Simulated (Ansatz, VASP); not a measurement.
LiF: VASP beside Ansatz

```
Li F
1.0
     2.51626    0.00000    0.00000
     0.00000    2.51626    0.00000
     0.00000    0.00000    2.51626
Li F
1 1
Cartesian
  0.0000 0.0000 0.0000
  1.2581 1.2581 1.2581
```

Alike in both runs: task single point; functional PBE; k mesh 10 × 10 × 10; no spin polarisation.

|  | VASP | Ansatz |
| --- | --- | --- |
| version | VASP 6.6.1 | Ansatz 0.2.0 |
| potentials or method | VASP PAW PBE potentials, release 64 (Li_sv, F) | plane waves, PAW |
| plane-wave cutoff (eV) | 520 | 420 |
| occupations | gaussian, width 0.01 eV | fixed |
| valence electrons in the cell | 10 | 10 |

|  | VASP | Ansatz | Ansatz less VASP |
| --- | --- | --- | --- |
| gap on the k mesh at the Fermi level (eV) | 7.95 | 7.93 | -0.013 |

Noted on VASP's run: the cutoff is short for stress, so the pressure is rough.
